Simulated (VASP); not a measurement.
Here is a VASP 6.6.1 calculation.

INCAR

```
PREC = Accurate ; ENCUT = 520
EDIFF = 1E-7 ; ISMEAR = 0
SIGMA = 0.01 ; LREAL = False
LASPH = True ; NELM = 60
ALGO = Normal ; ISIF = 2
LWAVE = False ; LCHARG = True
GGA = PE ; LELF = True
LVHAR = True ; NBANDS = 11
```

Contents of KPOINTS:

```
regular mesh
0
Gamma
  6 6 6
```

POSCAR

```
AlN
1.0
    0.0064797313      2.2122730124      2.2122403865
    2.1599497421     -0.0142138069      2.2328017341
    2.1597616884      2.2328813174     -0.0142676951
Al N
1 1
Direct
   -0.0058685286     -0.0112363655      0.0002978879
    0.7514112333      0.7288712970      0.7406814342
```

Potentials or basis: VASP PAW PBE potentials, release 64 (Al, N).

Command:

```sh
$ cat potpaw_PBE.64/Al/POTCAR potpaw_PBE.64/N/POTCAR > POTCAR
$ mpirun -np 1 vasp_std > vasp.out
```

(1) Predict the band gap on the k mesh.

(2) What does it give for the pressure?

## Answers

(1) 3.09 eV, indirect (least direct gap 3.82 eV).

(2) -1.2 GPa.
